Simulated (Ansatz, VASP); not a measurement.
**One calculation of BP, two programs**

```xyz
2
Lattice="0.0000 2.2690 2.2690 2.2690 0.0000 2.2690 2.2690 2.2690 0.0000" Properties=species:S:1:pos:R:3 pbc="T T T"
B     0.0000    0.0000    0.0000
P     1.1345    1.1345    1.1345
```

Alike in both runs: task relaxation of cell and atoms; functional PBE; k mesh 10 × 10 × 10; occupations gaussian, width 0.02 eV; no spin polarisation.

|  | VASP | Ansatz |
| --- | --- | --- |
| version | VASP 6.6.1 | Ansatz 0.2.0 |
| potentials or method | VASP PAW PBE potentials, release 64 (B, P), cutoff 500 eV | scalar-relativistic, plane waves, PAW |
| valence electrons in the cell | 8 | 8 |

|  | VASP | Ansatz | Ansatz less VASP |
| --- | --- | --- | --- |
| gap on the k mesh at the Fermi level, each at its own relaxed structure (eV) | 1.25 | 1.25 | +0.006 |
| relaxed volume (Å³/atom) | 11.75 | 11.76 | +0.015 |
| relaxed cell length with the largest relative difference (Å) | 3.215 | 3.216 | +0.0014 |
